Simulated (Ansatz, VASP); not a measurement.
# One calculation of Ir, two programs

File POSCAR:

```
Ir
1.0
    0.0000000000      1.8908645795      1.8908645795
    1.8908645795      0.0000000000      1.8908645795
    1.8908645795      1.8908645795      0.0000000000
Ir
1
Direct
    0.0000000000      0.0000000000      0.0000000000
```

The input INCAR.step1:

```
SYSTEM = Ir
  ALGO = Normal
  EDIFF = 1E-4
  ENCUT = 520
  GGA = PE
  ISMEAR = 0
  LASPH = .TRUE.
  LCHARG = .FALSE.
  LREAL = .FALSE.
  LWAVE = .TRUE.
  NBANDS = 10
  NELM = 100
  PREC = Accurate
  SIGMA = 0.1
```

INCAR.step2

```
SYSTEM = Ir
  ALGO = Normal
  EDIFF = 1E-6
  ENCUT = 520
  ISIF = 2
  ISMEAR = 0
  ISTART = 1
  LASPH = .TRUE.
  LCHARG = .TRUE.
  LELF = .TRUE.
  LMIXTAU = .TRUE.
  LREAL = .FALSE.
  LVHAR = .TRUE.
  LWAVE = .FALSE.
  METAGGA = R2SCAN
  NBANDS = 10
  NELM = 100
  PREC = Accurate
  SIGMA = 0.1
```

The input KPOINTS:

```
k-points
0
G
  8 8 8
  0 0 0
```

Input for Ansatz:

```yaml
crystal:
  lattice:
    - [0.0, 1.8908645795, 1.8908645795]
    - [1.8908645795, 0.0, 1.8908645795]
    - [1.8908645795, 1.8908645795, 0.0]
  atoms:
    - { symbol: Ir, position: [0.0, 0.0, 0.0] }
basis:
  ecutwfc: 500
kpoints:
  mp_grid: { grid: [8, 8, 8] }
hamiltonian:
  xc: r2scan
scf:
  occupations: { method: gaussian, width: 0.1 }
output:
  forces: true
  stress: true
  eigenvalues: true
```

Alike in both runs: task single point; functional r2SCAN; k mesh 8 × 8 × 8; occupations gaussian, width 0.1 eV; no spin polarisation.

|  | VASP | Ansatz |
| --- | --- | --- |
| version | VASP 6.6.1 | Ansatz 0.2.0 |
| potentials or method | VASP PAW PBE potentials, release 64 (Ir), cutoff 520 eV | scalar-relativistic, plane waves, PAW |
| valence electrons in the cell | 9 | 17 |

|  | VASP | Ansatz | Ansatz less VASP |
| --- | --- | --- | --- |
| gap on the k mesh at the Fermi level (eV) | none | none | - |
| pressure (GPa) | 25.9 | 22.6 | -3.26 |

VASP's potentials were made for PBE, not for r2SCAN. A gap of «none» marks a metal or a gap that the smearing closes. The functional is the same, so the differences come from potentials, cutoffs and numerics. VASP's potentials hold 9 valence electrons a cell and Ansatz's 17, so a difference there can come from the potentials and not from the codes.

Spin-orbit coupling is off throughout.
